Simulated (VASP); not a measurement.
# SnS2 (P-3m1) in VASP: a series of runs

Runs on SnS2. Level: r2SCAN+D3(BJ). Tasks: single point.

Program: VASP 6.6.1. These are calculated values, not measurements. Logs are shortened: lines on timing, memory, paths and dates and some standing lists are left out, and cuts for length are marked.

**1. The cell of the first run**

It takes space group P-3m1 (No. 164, trigonal). Conventional cell: a = 3.659 Å, b = 3.659 Å, c = 5.951 Å, α = 90.00°, β = 90.00°, γ = 120.00°. Within 3.4 Å of Sn (site symmetry -3m) lie 6 S at 2.57 Å. Within 3.4 Å of S (site symmetry 3m) lie 3 Sn at 2.57 Å.

**2. Single point, r2SCAN+D3(BJ)**

Input file POSCAR:

```
SnS2
1.0
    3.6591854103      0.0000000000      0.0000000000
   -1.8295927051      3.1689475224      0.0000000000
    0.0000000000      0.0000000000      5.9512666829
Sn S
1 2
Direct
    0.0000000000      0.0000000000      0.0000000000
    0.3333333333      0.6666666667      0.2455883267
    0.6666666667      0.3333333333      0.7544116733
```

Input file INCAR.step1:

```
SYSTEM = SnS2
ALGO = Normal
EDIFF = 1E-5
ENCUT = 550
GGA = PE
GGA_COMPAT = .FALSE.
ISMEAR = 0
LASPH = .TRUE.
LCHARG = .FALSE.
LREAL = .FALSE.
LWAVE = .TRUE.
NBANDS = 20
NELM = 120
PREC = Accurate
SIGMA = 0.02
```

Input file INCAR.step2:

```
SYSTEM = SnS2
ALGO = Normal
EDIFF = 1E-6
ENCUT = 550
GGA_COMPAT = .FALSE.
ISIF = 2
ISMEAR = 0
ISTART = 1
IVDW = 12
LASPH = .TRUE.
LCHARG = .TRUE.
LELF = .TRUE.
LMIXTAU = .TRUE.
LREAL = .FALSE.
LVHAR = .TRUE.
LWAVE = .FALSE.
METAGGA = R2SCAN
NBANDS = 20
NELM = 120
PREC = Accurate
SIGMA = 0.02
VDW_A1 = 0.49484001
VDW_A2 = 5.73083694
VDW_S6 = 1.0
VDW_S8 = 0.78981345
```

Input file KPOINTS:

```
k-points
0
G
  9 9 6
  0 0 0
```

Potentials or basis: VASP PAW PBE potentials, release 64 (Sn_d, S).

Started as:

```sh
> cat potpaw_PBE.64/Sn_d/POTCAR potpaw_PBE.64/S/POTCAR > POTCAR
> cp INCAR.step1 INCAR
> mpirun -np 1 vasp_std > vasp.out
> cp INCAR.step2 INCAR
> mpirun -np 1 vasp_std > vasp.out
```

OUTCAR:

```text
SYSTEM = SnS2
   EDIFF = 1E-6
   ENCUT = 550
   ISIF = 2
   ISMEAR = 0
   ISTART = 1
   IVDW = 12
   LASPH = .TRUE.
   LREAL = .FALSE.
   METAGGA = R2SCAN
   NELM = 120
   PREC = Accurate
 IVDW          = 12

 ion  position               nearest neighbor table
   1  0.000  0.000  0.000-   2 2.57   3 2.57   2 2.57   3 2.57   3 2.57   2 2.57
   2  0.333  0.667  0.246-   1 2.57   1 2.57   1 2.57
   3  0.667  0.333  0.754-   1 2.57   1 2.57   1 2.57

  LATTYP: Found a hexagonal cell.
 ALAT       =     3.6591854103
 C/A-ratio  =     1.6263911269

  Lattice vectors:

 A1 = (   3.6591854103,   0.0000000000,   0.0000000000)
 A2 = (  -1.8295927051,   3.1689475224,   0.0000000000)
 A3 = (   0.0000000000,   0.0000000000,   5.9512666829)

Analysis of symmetry for initial positions (statically):
=====================================================================
 Subroutine PRICEL returns:
 Original cell was already a primitive cell.

 Routine SETGRP: Setting up the symmetry group for a
 hexagonal supercell.

 Subroutine GETGRP returns: Found 12 space group operations
 (whereof 12 operations were pure point group operations)
 out of a pool of 24 trial point group operations.

The static configuration has the point symmetry D_3d.

Analysis of symmetry for dynamics (positions and initial velocities):
=====================================================================
 Subroutine PRICEL returns:
 Original cell was already a primitive cell.

 Routine SETGRP: Setting up the symmetry group for a
 hexagonal supercell.

 Subroutine GETGRP returns: Found 12 space group operations
 (whereof 12 operations were pure point group operations)
 out of a pool of 24 trial point group operations.

The dynamic configuration has the point symmetry D_3d.

 Subroutine INISYM returns: Found 12 space group operations
 (whereof 12 operations are pure point group operations),
 and found     1 'primitive' translations

----------------------------------------------------------------------------------------

                                     Primitive cell

  volume of cell :      69.0095

  direct lattice vectors                    reciprocal lattice vectors
     3.659185410  0.000000000  0.000000000     0.273284867  0.157781092  0.000000000
    -1.829592705  3.168947522  0.000000000     0.000000000  0.315562184  0.000000000
     0.000000000  0.000000000  5.951266683     0.000000000  0.000000000  0.168031455

  length of vectors
     3.659185410  3.659185410  5.951266683     0.315562184  0.315562184  0.168031455

  position of ions in fractional coordinates (direct lattice)
     0.000000000  0.000000000  0.000000000
     0.333333333  0.666666667  0.245588327
     0.666666667  0.333333333  0.754411673

  ion indices of the primitive-cell ions
   primitive index   ion index
                 1           1
                 2           2
                 3           3

----------------------------------------------------------------------------------------

 KPOINTS: k-points

Automatic generation of k-mesh.
 Grid dimensions read from file:
 generate k-points for:    9    9    6

 Generating k-lattice:

  Cartesian coordinates                     Fractional coordinates (reciprocal lattice)
     0.030364985  0.017531232  0.000000000     0.111111111  0.000000000  0.000000000
     0.000000000  0.035062465  0.000000000     0.000000000  0.111111111  0.000000000
     0.000000000  0.000000000  0.028005243     0.000000000  0.000000000  0.166666667

  Length of vectors
     0.035062465  0.035062465  0.028005243

  Shift w.r.t. Gamma in fractional coordinates (k-lattice)
     0.000000000  0.000000000  0.000000000

 Subroutine IBZKPT returns following result:
 ===========================================

 Found     62 irreducible k-points:

 Following reciprocal coordinates:
            Coordinates               Weight
  0.000000  0.000000  0.000000      1.000000
  0.111111  0.000000  0.000000      6.000000
  0.222222 -0.000000  0.000000      6.000000
  0.333333  0.000000  0.000000      6.000000
  0.444444 -0.000000  0.000000      6.000000
  0.111111  0.111111  0.000000      6.000000
[... 16 lines left out ...]
  0.222222  0.111111  0.166667     12.000000
 -0.111111  0.333333  0.166667     12.000000
 [... further k-points ...]
   k-points           NKPTS =     62   k-points in BZ     NKDIM =     62   number of bands    NBANDS=     20
   number of dos      NEDOS =    301   number of ions     NIONS =      3
   total plane-waves  NPLWV =  37632
   dimension x,y,z NGX =    28 NGY =   28 NGZ =   48
   dimension x,y,z NGXF=    56 NGYF=   56 NGZF=   96
   ions per type =               1   2
   NGX,Y,Z   is equivalent  to a cutoff of  12.72, 12.72, 13.41 a.u.
   NGXF,Y,Z  is equivalent  to a cutoff of  25.44, 25.44, 26.82 a.u.
 SYSTEM =  SnS2
   PREC   = accura    normal or accurate (medium, high low for compatibility)
   ISTART =      1    job   : 0-new  1-cont  2-samecut
   ICHARG =      0    charge: 1-file 2-atom 10-const
   ISPIN  =      1    spin polarized calculation?
   LNONCOLLINEAR =      F non collinear calculations
   LSORBIT =      F    spin-orbit coupling
   LASPH  =      T    aspherical Exc in radial PAW
   ENCUT  =  550.0 eV  40.42 Ry    6.36 a.u.   7.00  7.00 11.38*2*pi/ulx,y,z
   NELM   =    120;   NELMIN=  2; NELMDL=  0     # of ELM steps
   EDIFF  = 0.1E-05   stopping-criterion for ELM
   LREAL  =      F    real-space projection
   EDIFFG = 0.1E-04   stopping-criterion for IOM
   NSW    =      0    number of steps for IOM
   IBRION =     -1    ionic relax: 0-MD 1-quasi-New 2-CG
   NFREE  =      0    steps in history (QN), initial steepest desc. (CG)
   ISIF   =      2    stress and relaxation
   ISYM   =      2    0-nonsym 1-usesym 2-fastsym
   POTIM  = 0.5000    time-step for ionic-motion
   TEBEG  =    0.0;   TEEND  =   0.0 temperature during run
   PSTRESS=    0.0 pullay stress
   NELECT =      26.0000    total number of electrons
   NUPDOWN=      -1.0000    fix difference up-down
   EMIN   =  10.00;   EMAX   =-10.00  energy-range for DOS
   EFERMI =   0.00;   METHOD = LEGACY
   ISMEAR =     0;   SIGMA  =   0.02  broadening in eV -4-tet -1-fermi 0-gaus
   EFERMI_NEDOS =   21; number of points for ismear=-14 and -15
   IALGO  =     38    algorithm
   IMIX   =      4    mixing-type and parameters
     AMIX     =   0.40;   BMIX     =  1.00
     AMIX_MAG =   1.60;   BMIX_MAG =  1.00
  volume/ion in A,a.u.               =      23.00       155.23
  Fermi-wavevector in a.u.,A,eV,Ry     =   1.182396  2.234405 19.021768  1.398061
  Thomas-Fermi vector in A             =   2.318651
   LORBIT       =      0    0 simple, 1 ext, 2 COOP (PROOUT), +10 PAW based schemes
   METAGGA = R2SCAN    functional components
   LHFCALC =     F    Hartree Fock is set to
   AEXX    =    0.0000 exact exchange contribution
   IVDW    =    12    specifies the selected vdW correction
   LEPSILON=     F    determine dielectric tensor
   LRPA    =     F    only Hartree local field effects (RPA)
 non-spin polarized calculation
 Gauss-broadening in eV      SIGMA  =   0.02
  energy-cutoff  :      550.00
  volume of cell :       69.01
 maximum number of plane-waves:      2036
   NGX = 13   NGY = 13   NGZ = 23

 number of electron      26.0000007 magnetization

 Free energy of the ion-electron system (eV)
  ---------------------------------------------------
  ext. energy  EPLUGINS =         0.00000000
  ---------------------------------------------------
  free energy    TOTEN  =       -42.22036751 eV

  energy without entropy =      -42.22036751  energy(sigma->0) =      -42.22036751

 E-fermi :   4.3491     XC(G=0): -10.1205

 val. band max:        4.2119162043   @ k =   0.0000   0.0000   0.0000
 cond. band min:       5.9898624785   @ k =   0.0000   0.4444   0.3333
 fundamental gap:      1.7779462742
 Fermi energy:         4.3491138143

 k-point     1 :       0.0000    0.0000    0.0000
  band No.  band energies     occupation
      1     -17.3412      2.00000
      2     -17.3412      2.00000
      3     -17.2740      2.00000
      4     -17.2514      2.00000
      5     -17.2514      2.00000
      6     -10.0802      2.00000
[... 12 lines left out ...]
     19      14.3019      0.00000
     20      14.3020      0.00000

 k-point     2 :       0.1111    0.0000    0.0000
  band No.  band energies     occupation
      1     -17.3508      2.00000
      2     -17.3348      2.00000
      3     -17.2686      2.00000
      4     -17.2553      2.00000
      5     -17.2499      2.00000
      6      -9.9390      2.00000
[... 12 lines left out ...]
     19      14.0470      0.00000
     20      14.4664      0.00000

 k-point     3 :       0.2222   -0.0000    0.0000
  band No.  band energies     occupation
      1     -17.3773      2.00000
      2     -17.3217      2.00000
      3     -17.2688      2.00000
      4     -17.2491      2.00000
      5     -17.2430      2.00000
      6      -9.5294      2.00000
[... 12 lines left out ...]
     19      13.5696      0.00000
     20      14.8648      0.00000

 k-point     4 :       0.3333    0.0000    0.0000
  band No.  band energies     occupation
      1     -17.4091      2.00000
      2     -17.3128      2.00000
      3     -17.2790      2.00000
      4     -17.2302      2.00000
      5     -17.2289      2.00000
      6      -8.9115      2.00000
[... 12 lines left out ...]
     19      14.1902      0.00000
     20      15.1967      0.00000

 k-point     5 :       0.4444   -0.0000    0.0000
  band No.  band energies     occupation
      1     -17.4303      2.00000
      2     -17.3101      2.00000
      3     -17.2855      2.00000
      4     -17.2176      2.00000
      5     -17.2164      2.00000
      6      -8.2812      2.00000
[... 12 lines left out ...]
     19      15.1073      0.00000
     20      15.7356      0.00000
[... 353 lines left out ...]
      6      -8.2579      2.00000
[... 12 lines left out ...]
     19      14.7272      0.00000
     20      15.9647      0.00000

 k-point    22 :       0.1111    0.1111    0.1667
  band No.  band energies     occupation
      1     -17.3663      2.00000
      2     -17.3282      2.00000
      3     -17.2615      2.00000
      4     -17.2601      2.00000
      5     -17.2437      2.00000
      6      -9.6296      2.00000
[... 12 lines left out ...]
     19      13.5616      0.00000
     20      14.2874      0.00000

 k-point    23 :       0.2222    0.1111    0.1667
  band No.  band energies     occupation
      1     -17.3913      2.00000
      2     -17.3222      2.00000
      3     -17.2703      2.00000
      4     -17.2482      2.00000
      5     -17.2284      2.00000
      6      -9.1129      2.00000
[... 12 lines left out ...]
     19      13.3234      0.00000
     20      15.0516      0.00000

 k-point    24 :      -0.1111    0.3333    0.1667
  band No.  band energies     occupation
      1     -17.3913      2.00000
      2     -17.3222      2.00000
      3     -17.2703      2.00000
      4     -17.2482      2.00000
      5     -17.2284      2.00000
      6      -9.1116      2.00000
[... 12 lines left out ...]
     19      12.8224      0.00000
     20      14.8813      0.00000

 [... further k-points ...]

------------------------ aborting loop because EDIFF is reached ----------------------------------------

 Edisp (eV)   -0.45693

 E8    (eV) :    -0.1439

  FORCE on cell =-STRESS in cart. coord.  units (eV):
  Direction    XX          YY          ZZ          XY          YZ          ZX
  --------------------------------------------------------------------------------------
  -------------------------------------------------------------------------------------
  Total      -0.02174    -0.02174    -0.00760    -0.00000    -0.00000    -0.00000
  in kB      -0.50484    -0.50484    -0.17643    -0.00000    -0.00000    -0.00000
  external pressure =       -0.40 kB  Pullay stress =        0.00 kB

 VOLUME and BASIS-vectors are now :
 -----------------------------------------------------------------------------
  energy-cutoff  :      550.00
  volume of cell :       69.01
      direct lattice vectors                 reciprocal lattice vectors
     3.659185410  0.000000000  0.000000000     0.273284867  0.157781092  0.000000000
    -1.829592705  3.168947522  0.000000000     0.000000000  0.315562184  0.000000000
     0.000000000  0.000000000  5.951266683     0.000000000  0.000000000  0.168031455

 POSITION                                       TOTAL-FORCE (eV/Angst)
 -----------------------------------------------------------------------------------
      0.00000      0.00000      0.00000        -0.000000      0.000000      0.000000
     -0.00000      2.11263      1.46156         0.000000     -0.000000      0.003439
      1.82959      1.05632      4.48971         0.000000      0.000000     -0.003439
 -----------------------------------------------------------------------------------
    total drift:                               -0.000000     -0.000000     -0.000000

  FREE ENERGIE OF THE ION-ELECTRON SYSTEM (eV)
  ---------------------------------------------------
  free  energy   TOTEN  =       -42.6772932434 eV

  energy  without entropy=      -42.6772932434  energy(sigma->0) =      -42.67729324
```

Run time: 8.3 min. Hardware: 1 thread of Intel Xeon 8259CL, shared host; peak memory 0.26 GiB.

Results:

* Free energy: -42.6773 eV
* Pressure: 0.0 GPa
* Largest force: 0.003 eV/Å
* Band gap on the k mesh: 1.78 eV (least direct gap 2.26 eV)
* Dispersion energy per atom: -0.152 eV

Forces on the atoms (eV/Å):
```
Sn   0.000  0.000  0.000
S    0.000  0.000  0.003
S    0.000  0.000 -0.003
```

Caveat: the PAW data sets were made with another functional, which shifts forces and pressure a little; spin-orbit coupling is left out, which moves the levels of the heavy elements; an odd mesh through Γ misses points on the zone boundary, where band edges can lie.

(Continued in part 2 of 2.)
